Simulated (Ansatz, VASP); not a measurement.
**Mo in VASP and in Ansatz**

```
CELL_PARAMETERS angstrom
4.47010 0.00000 0.00000
-2.23505 3.87122 0.00000
0.00000 0.00000 19.64980
ATOMIC_POSITIONS crystal
Mo 0.83333 0.16667 0.42053
Mo 0.16667 0.83333 0.45717
Mo 0.50000 0.50000 0.50000
Mo 0.83333 0.16667 0.54283
Mo 0.16667 0.83333 0.57947
```

Alike in both runs: functional PBE; k mesh 10 × 10 × 1; occupations fermi-dirac, width 0.1 eV; no spin polarisation.

Ansatz relaxed the structure, and its values are those at the end. VASP's run is a single point on that final structure, the one shown.

```csv
,VASP,Ansatz
version,VASP 6.6.1,Ansatz 0.2.0
potentials or method,"VASP PAW PBE potentials, release 64 (Mo_sv), cutoff 520 eV","all-electron LAPW, scalar-relativistic"
```

|  | VASP | Ansatz | Ansatz less VASP |
| --- | --- | --- | --- |
| rms of the force components (eV/Å) | 0.034 | 0.002 | -0.0319 |

Ansatz ran all-electron here, and VASP with PAW potentials.
